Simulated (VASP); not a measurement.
# KCd2P2 (P-3m1) in VASP: single point with PBE

Aim: the single point of KCd2P2 with PBE.

All numbers are computed with VASP 6.6.1; they aren't measurements. Logs are shortened: lines on timing, memory, paths and dates and some standing lists are left out, and cuts for length are marked.

## Step 1: The cell of the first run

The structure is trigonal, space group P-3m1 (No. 164). Conventional cell: a = 4.359 Å, b = 4.359 Å, c = 8.007 Å, α = 90.00°, β = 90.00°, γ = 120.00°. K (site symmetry -3m) has 6 P at 3.38 Å and 6 Cd at 3.90 Å and 6 K at 4.36 Å within 4.5 Å. Cd (site symmetry 3m) has 4 P at 2.62 to 2.77 Å and 3 Cd at 3.25 Å within 3.4 Å. Within 3.4 Å of P (site symmetry 3m) lie 4 Cd at 2.62 to 2.77 Å and 3 K at 3.38 Å.

## Step 2: Single point, PBE

INCAR

```
SYSTEM = KCd2P2
  ALGO = Normal
  EDIFF = 1E-7
  ENCUT = 520
  GGA = PE
  ISIF = 2
  ISMEAR = 0
  LASPH = .TRUE.
  LCHARG = .TRUE.
  LELF = .TRUE.
  LREAL = .FALSE.
  LVHAR = .TRUE.
  LWAVE = .FALSE.
  NBANDS = 54
  NELM = 80
  PREC = Accurate
  SIGMA = 0.2
```

KPOINTS

```
k-points
0
G
  6 4 4
  0 0 0
```

POSCAR

```
KCd2P2
1.0
    2.1794309143     -3.7748851329      0.0000000000
   -6.5382928430     -3.7748850752      0.0000000000
    0.0000000000      0.0000000000     -8.0069019000
K Cd P
2 4 4
Direct
    0.0000000000      0.0000000000      0.0000000000
    0.5000000000      0.5000000000      0.0000000000
    0.5000000000      0.8333333333      0.3715610000
    0.0000000000      0.3333333333      0.3715610000
    0.0000000000      0.6666666667      0.6284390000
    0.5000000000      0.1666666667      0.6284390000
    0.5000000000      0.8333333333      0.7173010000
    0.0000000000      0.3333333333      0.7173010000
    0.0000000000      0.6666666667      0.2826990000
    0.5000000000      0.1666666667      0.2826990000
```

Potentials or basis: VASP PAW PBE potentials, release 64 (K_sv, Cd, P).

Command:

```sh
$ cat potpaw_PBE.64/K_sv/POTCAR potpaw_PBE.64/Cd/POTCAR potpaw_PBE.64/P/POTCAR > POTCAR
$ mpirun -np 1 vasp_std > vasp.out
```

OUTCAR:

```text
SYSTEM = KCd2P2
   EDIFF = 1E-7
   ENCUT = 520
   GGA = PE
   ISIF = 2
   ISMEAR = 0
   LASPH = .TRUE.
   LREAL = .FALSE.
   NELM = 80
   PREC = Accurate

 ion  position               nearest neighbor table
   1  0.000  0.000  0.000-   8 3.38   9 3.38  10 3.38   7 3.38   7 3.38  10 3.38
   2  0.500  0.500  0.000-   7 3.38  10 3.38   9 3.38   8 3.38   8 3.38   9 3.38
   3  0.500  0.833  0.372-   9 2.62   9 2.62  10 2.62   7 2.77   5 3.25   5 3.25   6 3.25
   4  0.000  0.333  0.372-  10 2.62  10 2.62   9 2.62   8 2.77   6 3.25   6 3.25   5 3.25
   5  0.000  0.667  0.628-   7 2.62   7 2.62   8 2.62   9 2.77   3 3.25   3 3.25   4 3.25
   6  0.500  0.167  0.628-   8 2.62   8 2.62   7 2.62  10 2.77   4 3.25   4 3.25   3 3.25
   7  0.500  0.833  0.717-   5 2.62   5 2.62   6 2.62   3 2.77   2 3.38   1 3.38   1 3.38
   8  0.000  0.333  0.717-   6 2.62   6 2.62   5 2.62   4 2.77   1 3.38   2 3.38   2 3.38
   9  0.000  0.667  0.283-   3 2.62   3 2.62   4 2.62   5 2.77   1 3.38   2 3.38   2 3.38
  10  0.500  0.167  0.283-   4 2.62   4 2.62   3 2.62   6 2.77   2 3.38   1 3.38   1 3.38

  LATTYP: Found a simple orthorhombic cell.
 ALAT       =     4.3588618786
 B/A-ratio  =     1.7320508076
 C/A-ratio  =     1.8369248953

  Lattice vectors:

 A1 = (   2.1794309143,  -3.7748851329,   0.0000000000)
 A2 = (  -6.5382928430,  -3.7748850752,   0.0000000000)
 A3 = (   0.0000000000,   0.0000000000,  -8.0069019000)

Analysis of symmetry for initial positions (statically):
=====================================================================
 Subroutine PRICEL returns following result:

  LATTYP: Found a hexagonal cell.
 ALAT       =     4.3588618786
 C/A-ratio  =     1.8369248953

  Lattice vectors:

 A1 = (  -2.1794309143,   3.7748851329,   0.0000000000)
 A2 = (   4.3588618786,  -0.0000000289,   0.0000000000)
 A3 = (   0.0000000000,   0.0000000000,  -8.0069019000)

   2 primitive cells build up your supercell.

 Routine SETGRP: Setting up the symmetry group for a
 simple orthorhombic supercell.

 Subroutine GETGRP returns: Found  4 space group operations
 (whereof  4 operations were pure point group operations)
 out of a pool of  8 trial point group operations.

The static configuration has the point symmetry C_2h.

Analysis of symmetry for dynamics (positions and initial velocities):
=====================================================================
 Subroutine PRICEL returns following result:

  LATTYP: Found a hexagonal cell.
 ALAT       =     4.3588618786
 C/A-ratio  =     1.8369248953

  Lattice vectors:

 A1 = (  -2.1794309143,   3.7748851329,   0.0000000000)
 A2 = (   4.3588618786,  -0.0000000289,   0.0000000000)
 A3 = (   0.0000000000,   0.0000000000,  -8.0069019000)

   2 primitive cells build up your supercell.

 Routine SETGRP: Setting up the symmetry group for a
 simple orthorhombic supercell.

 Subroutine GETGRP returns: Found  4 space group operations
 (whereof  4 operations were pure point group operations)
 out of a pool of  8 trial point group operations.

The dynamic configuration has the point symmetry C_2h.

 Subroutine INISYM returns: Found  4 space group operations
 (whereof  4 operations are pure point group operations),
 and found     2 'primitive' translations

----------------------------------------------------------------------------------------

                                     Primitive cell

  volume of cell :     131.7472

  direct lattice vectors                    reciprocal lattice vectors
    -2.179430914  3.774885133  0.000000000     0.000000002  0.264908724  0.000000000
     4.358861879 -0.000000029  0.000000000     0.229417686  0.132454360  0.000000000
     0.000000000  0.000000000 -8.006901900     0.000000000  0.000000000 -0.124892251

  length of vectors
     4.358861879  4.358861879  8.006901900     0.264908724  0.264908724  0.124892251

  position of ions in fractional coordinates (direct lattice)
     0.000000000  0.000000000  0.000000000
     0.666666667  0.333333333  0.371561000
     0.333333333  0.666666667  0.628439000
     0.666666667  0.333333333  0.717301000
     0.333333333  0.666666667  0.282699000

  ion indices of the primitive-cell ions
   primitive index   ion index
                 1           1
                 2           4
                 3           5
                 4           8
                 5           9

----------------------------------------------------------------------------------------

 KPOINTS: k-points

Automatic generation of k-mesh.
 Grid dimensions read from file:
 generate k-points for:    6    4    4

 Generating k-lattice:

  Cartesian coordinates                     Fractional coordinates (reciprocal lattice)
     0.019118140 -0.033113591  0.000000000     0.166666667 -0.000000000  0.000000000
    -0.028677211 -0.016556795  0.000000000     0.000000000  0.250000000  0.000000000
     0.000000000  0.000000000 -0.031223063     0.000000000  0.000000000  0.250000000

  Length of vectors
     0.038236281  0.033113591  0.031223063

  Shift w.r.t. Gamma in fractional coordinates (k-lattice)
     0.000000000  0.000000000  0.000000000

 Subroutine IBZKPT returns following result:
 ===========================================

 Found     40 irreducible k-points:

 Following reciprocal coordinates:
            Coordinates               Weight
  0.000000  0.000000  0.000000      1.000000
  0.166667  0.000000  0.000000      2.000000
  0.333333  0.000000  0.000000      2.000000
  0.500000  0.000000  0.000000      1.000000
  0.000000  0.250000  0.000000      2.000000
  0.166667  0.250000  0.000000      4.000000
[... 16 lines left out ...]
  0.500000  0.250000  0.250000      2.000000
  0.500000  0.250000 -0.250000      2.000000
 [... further k-points ...]
   k-points           NKPTS =     40   k-points in BZ     NKDIM =     40   number of bands    NBANDS=     54
   number of dos      NEDOS =    301   number of ions     NIONS =     10
   total plane-waves  NPLWV = 107520
   dimension x,y,z NGX =    32 NGY =   56 NGZ =   60
   dimension x,y,z NGXF=    64 NGYF=  112 NGZF=  120
   ions per type =               2   4   4
   NGX,Y,Z   is equivalent  to a cutoff of  12.20, 12.33, 12.46 a.u.
   NGXF,Y,Z  is equivalent  to a cutoff of  24.41, 24.66, 24.92 a.u.
 SYSTEM =  KCd2P2
   PREC   = accura    normal or accurate (medium, high low for compatibility)
   ISTART =      0    job   : 0-new  1-cont  2-samecut
   ICHARG =      2    charge: 1-file 2-atom 10-const
   ISPIN  =      1    spin polarized calculation?
   LNONCOLLINEAR =      F non collinear calculations
   LSORBIT =      F    spin-orbit coupling
   LASPH  =      T    aspherical Exc in radial PAW
   ENCUT  =  520.0 eV  38.22 Ry    6.18 a.u.   8.10 14.04 14.89*2*pi/ulx,y,z
   NELM   =     80;   NELMIN=  2; NELMDL= -5     # of ELM steps
   EDIFF  = 0.1E-06   stopping-criterion for ELM
   LREAL  =      F    real-space projection
   EDIFFG = 0.1E-05   stopping-criterion for IOM
   NSW    =      0    number of steps for IOM
   IBRION =     -1    ionic relax: 0-MD 1-quasi-New 2-CG
   NFREE  =      0    steps in history (QN), initial steepest desc. (CG)
   ISIF   =      2    stress and relaxation
   ISYM   =      2    0-nonsym 1-usesym 2-fastsym
   POTIM  = 0.5000    time-step for ionic-motion
   TEBEG  =    0.0;   TEEND  =   0.0 temperature during run
   PSTRESS=    0.0 pullay stress
   NELECT =      86.0000    total number of electrons
   NUPDOWN=      -1.0000    fix difference up-down
   EMIN   =  10.00;   EMAX   =-10.00  energy-range for DOS
   EFERMI =   0.00;   METHOD = LEGACY
   ISMEAR =     0;   SIGMA  =   0.20  broadening in eV -4-tet -1-fermi 0-gaus
   EFERMI_NEDOS =   21; number of points for ismear=-14 and -15
   IALGO  =     38    algorithm
   IMIX   =      4    mixing-type and parameters
     AMIX     =   0.40;   BMIX     =  1.00
     AMIX_MAG =   1.60;   BMIX_MAG =  1.00
  volume/ion in A,a.u.               =      26.35       177.81
  Fermi-wavevector in a.u.,A,eV,Ry     =   1.127156  2.130015 17.285926  1.270480
  Thomas-Fermi vector in A             =   2.263841
   LORBIT       =      0    0 simple, 1 ext, 2 COOP (PROOUT), +10 PAW based schemes
   GGA     = PE    functional components
   LHFCALC =     F    Hartree Fock is set to
   AEXX    =    0.0000 exact exchange contribution
   IVDW    =     0    specifies the selected vdW correction
   LEPSILON=     F    determine dielectric tensor
   LRPA    =     F    only Hartree local field effects (RPA)
 non-spin polarized calculation
 Gauss-broadening in eV      SIGMA  =   0.20
  energy-cutoff  :      520.00
  volume of cell :      263.49
 maximum number of plane-waves:      7128
   NGX = 17   NGY = 29   NGZ = 29

 number of electron      85.9999982 magnetization

 Free energy of the ion-electron system (eV)
  ---------------------------------------------------
  ext. energy  EPLUGINS =         0.00000000
  ---------------------------------------------------
  free energy    TOTEN  =       -28.40071517 eV

  energy without entropy =      -28.27631840  energy(sigma->0) =      -28.33851679

 E-fermi :   1.5558     XC(G=0):  -8.9512

 val. band max:        1.5281397892   @ k =   0.0000   0.0000   0.2500
 cond. band min:       1.5605981756   @ k =   0.3333   0.0000   0.2500
 fundamental gap:      0.0324583865
 Fermi energy:         1.5557960240

 k-point     1 :       0.0000    0.0000    0.0000
  band No.  band energies     occupation
      1     -28.2310      2.00000
      2     -28.2230      2.00000
      3     -11.8469      2.00000
      4     -11.7812      2.00000
      5     -11.7322      2.00000
      6     -11.7264      2.00000
[... 46 lines left out ...]
     53       6.9573      0.00000
     54       7.0780      0.00000
[... 1309 lines left out ...]
     53       7.1596      0.00000
     54       7.1596      0.00000

 [... further k-points ...]

------------------------ aborting loop because EDIFF is reached ----------------------------------------

  FORCE on cell =-STRESS in cart. coord.  units (eV):
  Direction    XX          YY          ZZ          XY          YZ          ZX
  --------------------------------------------------------------------------------------
  -------------------------------------------------------------------------------------
  Total        0.4884740      0.4056583      0.2421849      0.0717205      0.0202887      0.0351411
  in kB        2.9701658      2.4666047      1.4726054      0.4360967      0.1233655      0.2136757
  external PRESSURE =       2.3031253 kB  Pullay stress =       0.0000000 kB

 VOLUME and BASIS-vectors are now :
 -----------------------------------------------------------------------------
  energy-cutoff  :      520.00
  volume of cell :      263.49
      direct lattice vectors                 reciprocal lattice vectors
     2.179430914 -3.774885133  0.000000000     0.114708841 -0.198681544  0.000000000
    -6.538292843 -3.774885075  0.000000000    -0.114708843 -0.066227180  0.000000000
     0.000000000  0.000000000 -8.006901900     0.000000000  0.000000000 -0.124892251

 POSITION                                       TOTAL-FORCE (eV/Angst)
 -----------------------------------------------------------------------------------
      0.00000      0.00000      0.00000        -0.000000     -0.000000      0.000000
     -2.17943     -3.77489      0.00000        -0.000000     -0.000000      0.000000
     -4.35886     -5.03318     -2.97505         0.003322      0.001918      0.024304
     -2.17943     -1.25830     -2.97505         0.003322      0.001918      0.024304
     -4.35886     -2.51659     -5.03185        -0.003322     -0.001918     -0.024304
     -0.00000     -2.51659     -5.03185        -0.003322     -0.001918     -0.024304
     -4.35886     -5.03318     -5.74336        -0.001238     -0.000715     -0.026968
     -2.17943     -1.25830     -5.74336        -0.001238     -0.000715     -0.026968
     -4.35886     -2.51659     -2.26354         0.001238      0.000715      0.026968
     -0.00000     -2.51659     -2.26354         0.001238      0.000715      0.026968
 -----------------------------------------------------------------------------------
    total drift:                               -0.000000     -0.000000     -0.000000

  FREE ENERGIE OF THE ION-ELECTRON SYSTEM (eV)
  ---------------------------------------------------
  free  energy   TOTEN  =       -28.4007151742 eV

  energy  without entropy=      -28.2763184008  energy(sigma->0) =      -28.33851679
```

Run time: 8.3 min. Hardware: 1 thread of Intel Xeon Platinum 8259CL at 2.50GHz (Skylake/Cascade Lake), shared host; peak memory 0.59 GiB.

Results:

| Item | Value |
| --- | --- |
| Free energy | -28.4007 eV |
| Pressure | 0.2 GPa |
| Largest force | 0.027 eV/Å |
| Band gap on the k mesh | zero (bands 43 and 44 overlap by 1.12 eV) |

Forces on the atoms (eV/Å):
```
K    0.000  0.000  0.000
K    0.000  0.000  0.000
Cd   0.003  0.002  0.024
Cd   0.003  0.002  0.024
Cd  -0.003 -0.002 -0.024
Cd  -0.003 -0.002 -0.024
P   -0.001 -0.001 -0.027
P   -0.001 -0.001 -0.027
P    0.001  0.001  0.027
P    0.001  0.001  0.027
```

Stress tensor (GPa, compression positive):
```
0.30 0.04 0.02
0.04 0.25 0.01
0.02 0.01 0.15
```
